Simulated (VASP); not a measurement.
# Zr3N4 (I-43d) in VASP: relaxation of the atoms with PBE

Aim: the relaxation of the atoms of Zr3N4 with PBE.

Everything below comes from runs of VASP 6.6.1. Logs are shortened: lines on timing, memory, paths and dates and some standing lists are left out, and cuts for length are marked.

### Step 1. The cell of the first run

It takes space group I-43d (No. 220, cubic). The conventional cell has a = 6.740 Å, b = 6.740 Å, c = 6.740 Å, α = 90.00°, β = 90.00°, γ = 90.00°. Zr (site symmetry -4) has 8 N at 2.19 to 2.49 Å within 2.9 Å. Within 3.0 Å of N (site symmetry 3) lie 6 Zr at 2.19 to 2.49 Å and 5 N at 2.66 to 2.92 Å.

### Step 2. Relaxation of the atoms, PBE

Contents of INCAR:

```
ALGO = Normal
EDIFF = 1E-7
EDIFFG = -0.02
ENCUT = 520
GGA = PE
GGA_COMPAT = F
IBRION = 2
ISIF = 2
ISMEAR = -1
KPAR = 4
LASPH = T
LCHARG = F
LREAL = F
LWAVE = F
NELM = 120
NELMIN = 4
NSW = 80
PREC = Accurate
SIGMA = 0.02
```

Contents of KPOINTS:

```
k-points
0
Gamma
  6 6 6
```

Contents of POSCAR:

```
Zr3N4
1.0
   -3.3700000000      3.3700000000      3.3700000000
    3.3700000000     -3.3700000000      3.3700000000
    3.3700000000      3.3700000000     -3.3700000000
Zr N
6 8
Direct
    0.2500000000      0.6250000000      0.3750000000
    0.3750000000      0.2500000000      0.6250000000
    0.7500000000      0.8750000000      0.1250000000
    0.1250000000      0.7500000000      0.8750000000
    0.6250000000      0.3750000000      0.2500000000
    0.8750000000      0.1250000000      0.7500000000
    0.1260000000      0.1260000000      0.1260000000
    0.8740000000      0.5000000000      0.0000000000
    0.5000000000      0.0000000000      0.3740000000
    0.0000000000      0.8740000000      0.5000000000
    0.3740000000      0.5000000000      0.0000000000
    0.6260000000      0.6260000000      0.6260000000
    0.0000000000      0.3740000000      0.5000000000
    0.5000000000      0.0000000000      0.8740000000
```

Potentials or basis: VASP PAW PBE potentials, release 64 (Zr_sv, N).

Command:

```sh
$ cat potpaw_PBE.64/Zr_sv/POTCAR potpaw_PBE.64/N/POTCAR > POTCAR
$ mpirun -np 4 vasp_std > vasp.out
```

OUTCAR:

```text
EDIFF = 1E-7
   EDIFFG = -0.02
   ENCUT = 520
   GGA = PE
   IBRION = 2
   ISIF = 2
   ISMEAR = -1
   LASPH = T
   LREAL = F
   NELM = 120
   NELMIN = 4
   NSW = 80
   PREC = Accurate

 ion  position               nearest neighbor table
   1  0.250  0.625  0.375-   8 2.19  13 2.19  12 2.19   9 2.19  11 2.49   7 2.49  10 2.49  14 2.49
                             4 3.15   2 3.15   2 3.15   4 3.15   5 3.15   6 3.15   6 3.15   5 3.15
   2  0.375  0.250  0.625-   9 2.19  10 2.19  11 2.19  12 2.19   7 2.49   8 2.49  13 2.49  14 2.49
                             1 3.15   5 3.15   1 3.15   3 3.15   5 3.15   6 3.15   6 3.15   3 3.15
   3  0.750  0.875  0.125-   7 2.19  10 2.19  11 2.19  14 2.19   9 2.49  12 2.49  13 2.49   8 2.49
                             4 3.15   6 3.15   4 3.15   2 3.15   5 3.15   5 3.15   2 3.15   6 3.15
   4  0.125  0.750  0.875-   8 2.19  13 2.19   7 2.19  14 2.19  11 2.49  12 2.49   9 2.49  10 2.49
                             3 3.15   3 3.15   1 3.15   1 3.15   6 3.15   5 3.15   6 3.15   5 3.15
   5  0.625  0.375  0.250-  13 2.19  14 2.19  11 2.19  12 2.19   9 2.49  10 2.49   8 2.49   7 2.49
                             2 3.15   4 3.15   1 3.15   1 3.15   3 3.15   2 3.15   3 3.15   4 3.15
   6  0.875  0.125  0.750-   8 2.19   9 2.19   7 2.19  10 2.19  11 2.49  13 2.49  14 2.49  12 2.49
                             3 3.15   1 3.15   2 3.15   4 3.15   4 3.15   3 3.15   2 3.15   1 3.15
   7  0.126  0.126  0.126-   3 2.19   4 2.19   6 2.19   2 2.49   1 2.49   5 2.49
   8  0.874  0.500  0.000-   1 2.19   4 2.19   6 2.19   2 2.49   5 2.49   3 2.49
   9  0.500  0.000  0.374-   2 2.19   6 2.19   1 2.19   4 2.49   5 2.49   3 2.49
  10  0.000  0.874  0.500-   2 2.19   3 2.19   6 2.19   4 2.49   5 2.49   1 2.49
  11  0.374  0.500  0.000-   2 2.19   3 2.19   5 2.19   4 2.49   1 2.49   6 2.49
  12  0.626  0.626  0.626-   2 2.19   1 2.19   5 2.19   4 2.49   3 2.49   6 2.49
  13  0.000  0.374  0.500-   1 2.19   4 2.19   5 2.19   2 2.49   3 2.49   6 2.49
  14  0.500  0.000  0.874-   3 2.19   5 2.19   4 2.19   2 2.49   1 2.49   6 2.49

  LATTYP: Found a body centered cubic cell.
 ALAT       =     6.7400000000

  Lattice vectors:

 A1 = (  -3.3700000000,   3.3700000000,   3.3700000000)
 A2 = (   3.3700000000,  -3.3700000000,   3.3700000000)
 A3 = (   3.3700000000,   3.3700000000,  -3.3700000000)

Analysis of symmetry for initial positions (statically):
=====================================================================
 Subroutine PRICEL returns:
 Original cell was already a primitive cell.

 Routine SETGRP: Setting up the symmetry group for a
 body centered cubic supercell.

 Subroutine GETGRP returns: Found 24 space group operations
 (whereof  3 operations were pure point group operations)
 out of a pool of 48 trial point group operations.

The static configuration has the point symmetry C_3 .
 The point group associated with its full space group is T_d .

Analysis of symmetry for dynamics (positions and initial velocities):
=====================================================================
 Subroutine PRICEL returns:
 Original cell was already a primitive cell.

 Routine SETGRP: Setting up the symmetry group for a
 body centered cubic supercell.

 Subroutine GETGRP returns: Found 24 space group operations
 (whereof  3 operations were pure point group operations)
 out of a pool of 48 trial point group operations.

The dynamic configuration has the point symmetry C_3 .
 The point group associated with its full space group is T_d .

 Subroutine INISYM returns: Found 24 space group operations
 (whereof  3 operations are pure point group operations),
 and found     1 'primitive' translations

----------------------------------------------------------------------------------------

                                     Primitive cell

  volume of cell :     153.0910

  direct lattice vectors                    reciprocal lattice vectors
    -3.370000000  3.370000000  3.370000000     0.000000000  0.148367953  0.148367953
     3.370000000 -3.370000000  3.370000000     0.148367953  0.000000000  0.148367953
     3.370000000  3.370000000 -3.370000000     0.148367953  0.148367953  0.000000000

  length of vectors
     5.837011222  5.837011222  5.837011222     0.209823971  0.209823971  0.209823971

  position of ions in fractional coordinates (direct lattice)
     0.250000000  0.625000000  0.375000000
     0.375000000  0.250000000  0.625000000
     0.750000000  0.875000000  0.125000000
     0.125000000  0.750000000  0.875000000
     0.625000000  0.375000000  0.250000000
     0.875000000  0.125000000  0.750000000
     0.126000000  0.126000000  0.126000000
     0.874000000  0.500000000  0.000000000
     0.500000000  0.000000000  0.374000000
     0.000000000  0.874000000  0.500000000
     0.374000000  0.500000000  0.000000000
     0.626000000  0.626000000  0.626000000
     0.000000000  0.374000000  0.500000000
     0.500000000  0.000000000  0.874000000

  ion indices of the primitive-cell ions
   primitive index   ion index
                 1           1
                 2           2
                 3           3
                 4           4
                 5           5
                 6           6
                 7           7
                 8           8
                 9           9
                10          10
                11          11
                12          12
                13          13
                14          14

----------------------------------------------------------------------------------------

 KPOINTS: k-points

Automatic generation of k-mesh.
 Grid dimensions read from file:
 generate k-points for:    6    6    6

 Generating k-lattice:

  Cartesian coordinates                     Fractional coordinates (reciprocal lattice)
     0.000000000  0.024727992  0.024727992     0.166666667  0.000000000  0.000000000
     0.024727992  0.000000000  0.024727992     0.000000000  0.166666667  0.000000000
     0.024727992  0.024727992  0.000000000     0.000000000  0.000000000  0.166666667

  Length of vectors
     0.034970662  0.034970662  0.034970662

  Shift w.r.t. Gamma in fractional coordinates (k-lattice)
     0.000000000  0.000000000  0.000000000

 Subroutine IBZKPT returns following result:
 ===========================================

 Found     16 irreducible k-points:

 Following reciprocal coordinates:
            Coordinates               Weight
  0.000000  0.000000  0.000000      1.000000
  0.166667  0.000000  0.000000     12.000000
  0.333333  0.000000  0.000000     12.000000
  0.500000  0.000000  0.000000      6.000000
  0.166667  0.166667  0.000000     24.000000
  0.333333  0.166667  0.000000     48.000000
[... 8 lines left out ...]
  0.500000  0.500000  0.333333     12.000000
  0.500000  0.500000  0.500000      1.000000
   k-points           NKPTS =     16   k-points in BZ     NKDIM =     16   number of bands    NBANDS=     67
   number of dos      NEDOS =    301   number of ions     NIONS =     14
   total plane-waves  NPLWV = 110592
   dimension x,y,z NGX =    48 NGY =   48 NGZ =   48
   dimension x,y,z NGXF=    96 NGYF=   96 NGZF=   96
   ions per type =               6   8
   NGX,Y,Z   is equivalent  to a cutoff of  13.67, 13.67, 13.67 a.u.
   NGXF,Y,Z  is equivalent  to a cutoff of  27.34, 27.34, 27.34 a.u.
 SYSTEM =  unknown system
   PREC   = accura    normal or accurate (medium, high low for compatibility)
   ISTART =      0    job   : 0-new  1-cont  2-samecut
   ICHARG =      2    charge: 1-file 2-atom 10-const
   ISPIN  =      1    spin polarized calculation?
   LNONCOLLINEAR =      F non collinear calculations
   LSORBIT =      F    spin-orbit coupling
   LASPH  =      T    aspherical Exc in radial PAW
   ENCUT  =  520.0 eV  38.22 Ry    6.18 a.u.  10.85 10.85 10.85*2*pi/ulx,y,z
   NELM   =    120;   NELMIN=  4; NELMDL= -5     # of ELM steps
   EDIFF  = 0.1E-06   stopping-criterion for ELM
   LREAL  =      F    real-space projection
   EDIFFG = -.2E-01   stopping-criterion for IOM
   NSW    =     80    number of steps for IOM
   IBRION =      2    ionic relax: 0-MD 1-quasi-New 2-CG
   NFREE  =      1    steps in history (QN), initial steepest desc. (CG)
   ISIF   =      2    stress and relaxation
   ISYM   =      2    0-nonsym 1-usesym 2-fastsym
   POTIM  = 0.5000    time-step for ionic-motion
   TEBEG  =    0.0;   TEEND  =   0.0 temperature during run
   PSTRESS=    0.0 pullay stress
   NELECT =     112.0000    total number of electrons
   NUPDOWN=      -1.0000    fix difference up-down
   EMIN   =  10.00;   EMAX   =-10.00  energy-range for DOS
   EFERMI =   0.00;   METHOD = LEGACY
   ISMEAR =    -1;   SIGMA  =   0.02  broadening in eV -4-tet -1-fermi 0-gaus
   EFERMI_NEDOS =   21; number of points for ismear=-14 and -15
   IALGO  =     38    algorithm
   IMIX   =      4    mixing-type and parameters
     AMIX     =   0.40;   BMIX     =  1.00
     AMIX_MAG =   1.60;   BMIX_MAG =  1.00
  volume/ion in A,a.u.               =      10.94        73.79
  Fermi-wavevector in a.u.,A,eV,Ry     =   1.475132  2.787596 29.606481  2.176015
  Thomas-Fermi vector in A             =   2.589819
   LORBIT       =      0    0 simple, 1 ext, 2 COOP (PROOUT), +10 PAW based schemes
   GGA     = PE    functional components
   LHFCALC =     F    Hartree Fock is set to
   AEXX    =    0.0000 exact exchange contribution
   IVDW    =     0    specifies the selected vdW correction
   LEPSILON=     F    determine dielectric tensor
   LRPA    =     F    only Hartree local field effects (RPA)
 conjugate gradient relaxation of ions
 non-spin polarized calculation
  energy-cutoff  :      520.00
  volume of cell :      153.09
 maximum number of plane-waves:      4196
 NGX is ok and might be reduce to    48
   NGX = 21   NGY = 21   NGZ = 21

--------------------------------------- Ionic step        1  -------------------------------------------

 number of electron     112.0000012 magnetization

 Free energy of the ion-electron system (eV)
  ---------------------------------------------------
  ext. energy  EPLUGINS =         0.00000000
  ---------------------------------------------------
  free energy    TOTEN  =      -138.87256172 eV

  energy without entropy =     -138.87256172  energy(sigma->0) =     -138.87256172

------------------------ aborting loop because EDIFF is reached ----------------------------------------

  FORCE on cell =-STRESS in cart. coord.  units (eV):
  Direction    XX          YY          ZZ          XY          YZ          ZX
  --------------------------------------------------------------------------------------
  -------------------------------------------------------------------------------------
  Total        7.5264069      7.5264069      7.5264069     -0.0000000      0.0000000     -0.0000000
  in kB       78.7677761     78.7677761     78.7677761     -0.0000000      0.0000000     -0.0000000
  external PRESSURE =      78.7677761 kB  Pullay stress =       0.0000000 kB
[... 129 lines left out ...]
  energy  without entropy=     -138.9687658175  energy(sigma->0) =     -138.96876582

--------------------------------------- Ionic step        4  -------------------------------------------

 number of electron     112.0000005 magnetization

 Free energy of the ion-electron system (eV)
  ---------------------------------------------------
  ext. energy  EPLUGINS =         0.00000000
  ---------------------------------------------------
  free energy    TOTEN  =      -138.97024791 eV

  energy without entropy =     -138.97024791  energy(sigma->0) =     -138.97024791

 E-fermi :  10.9371     XC(G=0): -12.6955

 val. band max:       10.5620851366   @ k =   0.0000   0.0000   0.0000
 cond. band min:      11.3127968620   @ k =   0.0000   0.0000   0.0000
 fundamental gap:      0.7507117254
 Fermi energy:        10.9370553864

 k-point     1 :       0.0000    0.0000    0.0000
  band No.  band energies     occupation
      1     -38.0706      2.00000
      2     -37.9282      2.00000
      3     -37.9282      2.00000
      4     -37.9282      2.00000
      5     -37.8808      2.00000
      6     -37.8808      2.00000
[... 1150 lines left out ...]
  FREE ENERGIE OF THE ION-ELECTRON SYSTEM (eV)
  ---------------------------------------------------
  free  energy   TOTEN  =      -138.9702479142 eV

  energy  without entropy=     -138.9702479141  energy(sigma->0) =     -138.97024791

 reached required accuracy - stopping structural energy minimisation
```

Run time: 3.2 min. Hardware: 4 MPI ranks of Intel Xeon Platinum 8259CL at 2.50GHz (Skylake/Cascade Lake), shared host; peak memory 0.4 GiB.

Results:

| Item | Value |
| --- | --- |
| Free energy | -138.9702 eV |
| Energy gained by relaxing | 7.0 meV/atom |
| Ionic steps | 4 |
| Pressure after relaxing | 4.1 GPa |
| Band gap on the k mesh | 0.75 eV |

Step by step:
```
step  energy change (eV)  largest force (eV/Å)  pressure (GPa)
   1              0.0000                0.3356            7.88
   2             -0.0384                0.2582            6.94
   3             -0.0962                0.0408            4.49
   4             -0.0977                0.0002            4.10
```

Final structure:
```
Zr N
1.0
    -3.37000    3.37000    3.37000
     3.37000   -3.37000    3.37000
     3.37000    3.37000   -3.37000
Zr N
6 8
Direct
  0.25000 0.62500 0.37500
  0.37500 0.25000 0.62500
  0.75000 0.87500 0.12500
  0.12500 0.75000 0.87500
  0.62500 0.37500 0.25000
  0.87500 0.12500 0.75000
  0.13866 0.13866 0.13866
  0.86134 0.50000 0.00000
  0.50000 0.00000 0.36134
  0.00000 0.86134 0.50000
  0.36134 0.50000 0.00000
  0.63866 0.63866 0.63866
  0.00000 0.36134 0.50000
  0.50000 0.00000 0.86134
```

Caveat: semilocal functionals underestimate gaps, and a narrow one can read as zero. A k mesh can miss the band edges.
